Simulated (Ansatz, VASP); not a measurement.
# Zr: VASP beside Ansatz

INCAR

```
SYSTEM = Zr
PREC = Accurate
ENCUT = 520
EDIFF = 1E-6
ISMEAR = 0
SIGMA = 0.1
LREAL = .False.
LASPH = .True.
NELM = 60
ALGO = Normal
ISIF = 2
LWAVE = .False.
LCHARG = .True.
GGA = PE
LELF = .True.
LVHAR = .True.
NBANDS = 12
```

File KPOINTS:

```
Automatic mesh
0
Gamma
  14 14 14
  0 0 0
```

POSCAR

```
Zr
1.0
   -1.8100000000      1.8100000000      1.8100000000
    1.8100000000     -1.8100000000      1.8100000000
    1.8100000000      1.8100000000     -1.8100000000
Zr
1
Direct
    0.0414364641      0.0414364641      0.0000000000
```

Input for Ansatz:

```yaml
crystal:
  lattice:
    - [-1.81, 1.81, 1.81]
    - [1.81, -1.81, 1.81]
    - [1.81, 1.81, -1.81]
  atoms:
    - { symbol: Zr, position: [0.0414364641, 0.0414364641, 0.0] }
basis:
  ecutwfc: 420
kpoints:
  mp_grid: { grid: [14, 14, 14] }
hamiltonian:
  xc: pbe
scf:
  occupations: { method: gaussian, width: 0.1 }
output:
  forces: true
  stress: true
  eigenvalues: true
```

Change from the starting cell: one atom moved.

Alike in both runs: task single point; functional PBE; k mesh 14 × 14 × 14; occupations gaussian, width 0.1 eV; no spin polarisation.

```csv
,VASP,Ansatz
version,VASP 6.6.1,Ansatz 0.2.0
potentials or method,"VASP PAW PBE potentials, release 64 (Zr_sv), cutoff 520 eV","scalar-relativistic, plane waves, PAW"
valence electrons in the cell,12,12
```

```tsv
	VASP	Ansatz	Ansatz less VASP
gap on the k mesh at the Fermi level (eV)	none	none	-
pressure (GPa)	-3.2	-3.2	-0.02
```

A gap of «none» marks a metal or a gap that the smearing closes.
